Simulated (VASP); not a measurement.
# Zn2SnO (P-6m2) in VASP: single point with PBE

Aim: the single point of Zn2SnO with PBE.

All numbers are computed with VASP 6.6.1; they aren't measurements. Logs are shortened: lines on timing, memory, paths and dates and some standing lists are left out, and cuts for length are marked.

### 1 The cell of the first run

It takes space group P-6m2 (No. 187, hexagonal). Conventional cell: a = 4.223 Å, b = 4.223 Å, c = 5.504 Å, α = 90.00°, β = 90.00°, γ = 120.00°. Zn (site symmetry -6m2) has 3 Sn at 2.44 Å within 3.2 Å. Within 3.2 Å of Zn (site symmetry -6m2) lie 3 O at 2.44 Å and 2 Sn at 2.75 Å. Within 3.2 Å of Sn (site symmetry -6m2) lie 5 Zn at 2.44 to 2.75 Å. O (site symmetry -6m2) has 3 Zn at 2.44 Å within 3.2 Å.

### 2 Single point, PBE

The input, INCAR:

```
SYSTEM = Zn2SnO
PREC = Accurate ; ENCUT = 600
EDIFF = 1E-6 ; ISMEAR = 0
SIGMA = 0.1 ; LREAL = .FALSE.
LASPH = .TRUE. ; NELM = 120
ALGO = Normal ; ISIF = 2
LWAVE = .FALSE. ; LCHARG = .TRUE.
GGA = PE ; LELF = .TRUE.
LVHAR = .TRUE. ; NBANDS = 30
GGA_COMPAT = .FALSE.
```

The input, KPOINTS:

```
regular mesh
0
G
  12 12 8
  0 0 0
```

The input, POSCAR:

```
Zn2SnO
1.0
    4.2225583393      0.0000000000      0.0000000000
   -2.1112791697      3.6568427908      0.0000000000
    0.0000000000      0.0000000000      5.5041377902
Zn Sn O
2 1 1
Direct
    0.0000000000      0.0000000000      0.0000000000
    0.3333333333      0.6666666667      0.5000000000
    0.3333333333      0.6666666667      0.0000000000
    0.6666666667      0.3333333333      0.5000000000
```

Potentials or basis: VASP PAW PBE potentials, release 64 (Zn, Sn_d, O).

On the command line:

```
cat potpaw_PBE.64/Zn/POTCAR potpaw_PBE.64/Sn_d/POTCAR potpaw_PBE.64/O/POTCAR > POTCAR
mpirun -np 1 vasp_std > vasp.out
```

OUTCAR:

```text
SYSTEM = Zn2SnO
   PREC = Accurate
   ENCUT = 600
   EDIFF = 1E-6
   ISMEAR = 0
   LREAL = .FALSE.
   LASPH = .TRUE.
   NELM = 120
   ISIF = 2
   GGA = PE

 ion  position               nearest neighbor table
   1  0.000  0.000  0.000-   3 2.44   3 2.44   3 2.44
   2  0.333  0.667  0.500-   4 2.44   4 2.44   4 2.44   3 2.75   3 2.75
   3  0.333  0.667  0.000-   1 2.44   1 2.44   1 2.44   2 2.75   2 2.75
   4  0.667  0.333  0.500-   2 2.44   2 2.44   2 2.44

  LATTYP: Found a hexagonal cell.
 ALAT       =     4.2225583393
 C/A-ratio  =     1.3035078140

  Lattice vectors:

 A1 = (   4.2225583393,   0.0000000000,   0.0000000000)
 A2 = (  -2.1112791697,   3.6568427908,   0.0000000000)
 A3 = (   0.0000000000,   0.0000000000,   5.5041377902)

Analysis of symmetry for initial positions (statically):
=====================================================================
 Subroutine PRICEL returns:
 Original cell was already a primitive cell.

 Routine SETGRP: Setting up the symmetry group for a
 hexagonal supercell.

 Subroutine GETGRP returns: Found 12 space group operations
 (whereof 12 operations were pure point group operations)
 out of a pool of 24 trial point group operations.

The static configuration has the point symmetry D_3h.

Analysis of symmetry for dynamics (positions and initial velocities):
=====================================================================
 Subroutine PRICEL returns:
 Original cell was already a primitive cell.

 Routine SETGRP: Setting up the symmetry group for a
 hexagonal supercell.

 Subroutine GETGRP returns: Found 12 space group operations
 (whereof 12 operations were pure point group operations)
 out of a pool of 24 trial point group operations.

The dynamic configuration has the point symmetry D_3h.

 Subroutine INISYM returns: Found 12 space group operations
 (whereof 12 operations are pure point group operations),
 and found     1 'primitive' translations

----------------------------------------------------------------------------------------

                                     Primitive cell

  volume of cell :      84.9907

  direct lattice vectors                    reciprocal lattice vectors
     4.222558339  0.000000000  0.000000000     0.236823253  0.136729969  0.000000000
    -2.111279170  3.656842791  0.000000000     0.000000000  0.273459937  0.000000000
     0.000000000  0.000000000  5.504137790     0.000000000  0.000000000  0.181681498

  length of vectors
     4.222558339  4.222558339  5.504137790     0.273459937  0.273459937  0.181681498

  position of ions in fractional coordinates (direct lattice)
     0.000000000  0.000000000  0.000000000
     0.333333333  0.666666667  0.500000000
     0.333333333  0.666666667  0.000000000
     0.666666667  0.333333333  0.500000000

  ion indices of the primitive-cell ions
   primitive index   ion index
                 1           1
                 2           2
                 3           3
                 4           4

----------------------------------------------------------------------------------------

 KPOINTS: regular mesh

Automatic generation of k-mesh.
 Grid dimensions read from file:
 generate k-points for:   12   12    8

 Generating k-lattice:

  Cartesian coordinates                     Fractional coordinates (reciprocal lattice)
     0.019735271  0.011394164  0.000000000     0.083333333  0.000000000  0.000000000
     0.000000000  0.022788328  0.000000000     0.000000000  0.083333333  0.000000000
     0.000000000  0.000000000  0.022710187     0.000000000  0.000000000  0.125000000

  Length of vectors
     0.022788328  0.022788328  0.022710187

  Shift w.r.t. Gamma in fractional coordinates (k-lattice)
     0.000000000  0.000000000  0.000000000

 Subroutine IBZKPT returns following result:
 ===========================================

 Found     95 irreducible k-points:

 Following reciprocal coordinates:
            Coordinates               Weight
  0.000000  0.000000  0.000000      1.000000
  0.083333  0.000000  0.000000      6.000000
  0.166667  0.000000  0.000000      6.000000
  0.250000  0.000000  0.000000      6.000000
  0.333333  0.000000  0.000000      6.000000
  0.416667  0.000000  0.000000      6.000000
[... 16 lines left out ...]
  0.250000  0.000000  0.125000     12.000000
  0.333333  0.000000  0.125000     12.000000
 [... further k-points ...]
   k-points           NKPTS =     95   k-points in BZ     NKDIM =     95   number of bands    NBANDS=     30
   number of dos      NEDOS =    301   number of ions     NIONS =      4
   total plane-waves  NPLWV =  62208
   dimension x,y,z NGX =    36 NGY =   36 NGZ =   48
   dimension x,y,z NGXF=    72 NGYF=   72 NGZF=   96
   ions per type =               2   1   1
   NGX,Y,Z   is equivalent  to a cutoff of  14.17, 14.17, 14.50 a.u.
   NGXF,Y,Z  is equivalent  to a cutoff of  28.35, 28.35, 29.00 a.u.
 SYSTEM =  Zn2SnO
   PREC   = accura    normal or accurate (medium, high low for compatibility)
   ISTART =      0    job   : 0-new  1-cont  2-samecut
   ICHARG =      2    charge: 1-file 2-atom 10-const
   ISPIN  =      1    spin polarized calculation?
   LNONCOLLINEAR =      F non collinear calculations
   LSORBIT =      F    spin-orbit coupling
   LASPH  =      T    aspherical Exc in radial PAW
   ENCUT  =  600.0 eV  44.10 Ry    6.64 a.u.   8.43  8.43 10.99*2*pi/ulx,y,z
   NELM   =    120;   NELMIN=  2; NELMDL= -5     # of ELM steps
   EDIFF  = 0.1E-05   stopping-criterion for ELM
   LREAL  =      F    real-space projection
   EDIFFG = 0.1E-04   stopping-criterion for IOM
   NSW    =      0    number of steps for IOM
   IBRION =     -1    ionic relax: 0-MD 1-quasi-New 2-CG
   NFREE  =      0    steps in history (QN), initial steepest desc. (CG)
   ISIF   =      2    stress and relaxation
   ISYM   =      2    0-nonsym 1-usesym 2-fastsym
   POTIM  = 0.5000    time-step for ionic-motion
   TEBEG  =    0.0;   TEEND  =   0.0 temperature during run
   PSTRESS=    0.0 pullay stress
   NELECT =      44.0000    total number of electrons
   NUPDOWN=      -1.0000    fix difference up-down
   EMIN   =  10.00;   EMAX   =-10.00  energy-range for DOS
   EFERMI =   0.00;   METHOD = LEGACY
   ISMEAR =     0;   SIGMA  =   0.10  broadening in eV -4-tet -1-fermi 0-gaus
   EFERMI_NEDOS =   21; number of points for ismear=-14 and -15
   IALGO  =     38    algorithm
   IMIX   =      4    mixing-type and parameters
     AMIX     =   0.40;   BMIX     =  1.00
     AMIX_MAG =   1.60;   BMIX_MAG =  1.00
  volume/ion in A,a.u.               =      21.25       143.39
  Fermi-wavevector in a.u.,A,eV,Ry     =   1.314524  2.484091 23.510518  1.727974
  Thomas-Fermi vector in A             =   2.444771
   LORBIT       =      0    0 simple, 1 ext, 2 COOP (PROOUT), +10 PAW based schemes
   GGA     = PE    functional components
   LHFCALC =     F    Hartree Fock is set to
   AEXX    =    0.0000 exact exchange contribution
   IVDW    =     0    specifies the selected vdW correction
   LEPSILON=     F    determine dielectric tensor
   LRPA    =     F    only Hartree local field effects (RPA)
 non-spin polarized calculation
 Gauss-broadening in eV      SIGMA  =   0.10
  energy-cutoff  :      600.00
  volume of cell :       84.99
 maximum number of plane-waves:      2902
 NGX is ok and might be reduce to    36
   NGX = 17   NGY = 17   NGZ = 21

 number of electron      43.9999983 magnetization

 Free energy of the ion-electron system (eV)
  ---------------------------------------------------
  ext. energy  EPLUGINS =         0.00000000
  ---------------------------------------------------
  free energy    TOTEN  =        -9.71543340 eV

  energy without entropy =       -9.69846357  energy(sigma->0) =       -9.70694848

 E-fermi :   2.0876     XC(G=0):  -9.4869

 val. band max:        2.0830001064   @ k =   0.4167   0.0000   0.5000
 cond. band min:       2.0909076503   @ k =   0.0833   0.0833   0.5000
 fundamental gap:      0.0079075439
 Fermi energy:         2.0876218344

 k-point     1 :       0.0000    0.0000    0.0000
  band No.  band energies     occupation
      1     -19.0194      2.00000
      2     -19.0049      2.00000
      3     -19.0049      2.00000
      4     -18.9297      2.00000
      5     -18.9297      2.00000
      6     -13.8977      2.00000
[... 22 lines left out ...]
     29      10.1608      0.00000
     30      10.1608      0.00000

 k-point     2 :       0.0833    0.0000    0.0000
  band No.  band energies     occupation
      1     -19.0188      2.00000
      2     -19.0054      2.00000
      3     -19.0041      2.00000
      4     -18.9301      2.00000
      5     -18.9298      2.00000
      6     -13.8923      2.00000
[... 22 lines left out ...]
     29       9.8828      0.00000
     30      10.2405      0.00000

 k-point     3 :       0.1667    0.0000    0.0000
  band No.  band energies     occupation
      1     -19.0174      2.00000
      2     -19.0063      2.00000
      3     -19.0019      2.00000
      4     -18.9312      2.00000
      5     -18.9303      2.00000
      6     -13.8774      2.00000
[... 22 lines left out ...]
     29       9.2954      0.00000
     30      10.4917      0.00000

 k-point     4 :       0.2500    0.0000    0.0000
  band No.  band energies     occupation
      1     -19.0171      2.00000
      2     -19.0061      2.00000
      3     -18.9989      2.00000
      4     -18.9327      2.00000
      5     -18.9309      2.00000
      6     -13.8570      2.00000
[... 616 lines left out ...]
     29       9.7956      0.00000
     30      10.1794      0.00000

 k-point    23 :       0.2500    0.0000    0.1250
  band No.  band energies     occupation
      1     -19.0167      2.00000
      2     -19.0057      2.00000
      3     -18.9989      2.00000
      4     -18.9327      2.00000
      5     -18.9309      2.00000
      6     -13.8562      2.00000
[... 22 lines left out ...]
     29      10.1560      0.00000
     30      10.8002      0.00000

 k-point    24 :       0.3333    0.0000    0.1250
  band No.  band energies     occupation
      1     -19.0182      2.00000
      2     -19.0036      2.00000
      3     -18.9959      2.00000
      4     -18.9342      2.00000
      5     -18.9315      2.00000
      6     -13.8359      2.00000
[... 22 lines left out ...]
     29      11.7039      0.00000
     30      11.7945      0.00000

 [... further k-points ...]

------------------------ aborting loop because EDIFF is reached ----------------------------------------

  FORCE on cell =-STRESS in cart. coord.  units (eV):
  Direction    XX          YY          ZZ          XY          YZ          ZX
  --------------------------------------------------------------------------------------
  -------------------------------------------------------------------------------------
  Total        0.0764947      0.0764947      0.0138764     -0.0000000      0.0000000     -0.0000000
  in kB        1.4420176      1.4420176      0.2615877     -0.0000000      0.0000000     -0.0000000
  external PRESSURE =       1.0485410 kB  Pullay stress =       0.0000000 kB

 VOLUME and BASIS-vectors are now :
 -----------------------------------------------------------------------------
  energy-cutoff  :      600.00
  volume of cell :       84.99
      direct lattice vectors                 reciprocal lattice vectors
     4.222558339  0.000000000  0.000000000     0.236823253  0.136729969  0.000000000
    -2.111279170  3.656842791  0.000000000     0.000000000  0.273459937  0.000000000
     0.000000000  0.000000000  5.504137790     0.000000000  0.000000000  0.181681498

 POSITION                                       TOTAL-FORCE (eV/Angst)
 -----------------------------------------------------------------------------------
      0.00000      0.00000      0.00000         0.000000     -0.000000      0.000000
     -0.00000      2.43790      2.75207         0.000000      0.000000      0.000000
     -0.00000      2.43790      0.00000        -0.000000     -0.000000      0.000000
      2.11128      1.21895      2.75207         0.000000     -0.000000      0.000000
 -----------------------------------------------------------------------------------
    total drift:                                0.000003     -0.000001     -0.000000

  FREE ENERGIE OF THE ION-ELECTRON SYSTEM (eV)
  ---------------------------------------------------
  free  energy   TOTEN  =        -9.7154334024 eV

  energy  without entropy=       -9.6984635656  energy(sigma->0) =       -9.70694848
```

Wall time 4.7 min (1 thread of Intel Xeon Platinum 8488C (Sapphire Rapids), shared host); peak memory 0.44 GiB.

Results:

| Property | Result |
| --- | --- |
| Free energy | -9.7154 eV |
| Pressure | 0.1 GPa |
| Band gap on the k mesh | zero (bands 22 and 23 overlap by 2.20 eV) |

Stress tensor (GPa, compression positive):
```
0.14 0.00 0.00
0.00 0.14 0.00
0.00 0.00 0.03
```

Levels at points of the mesh, in eV from the Fermi level:
| k point | band 19 | band 20 | band 21 | band 22 | band 23 | band 24 | band 25 | band 26 |
| --- | --- | --- | --- | --- | --- | --- | --- | --- |
| (0.00, 0.00, 0.00) | -1.37 | -1.37 | -0.25 | 0.36 | 1.61 | 1.61 | 3.67 | 6.19 |
| (0.50, 0.00, 0.00) | -2.55 | -2.01 | -1.34 | -0.38 | 0.14 | 2.06 | 3.83 | 3.97 |
| (0.00, 0.00, 0.50) | -1.34 | -1.34 | -0.97 | 1.82 | 1.82 | 3.25 | 4.31 | 6.03 |
| (0.50, 0.00, 0.50) | -4.11 | -1.79 | -0.83 | -0.10 | 0.12 | 2.27 | 3.76 | 6.63 |

Caveat: spin-orbit coupling is left out, which moves the levels of the heavy elements.
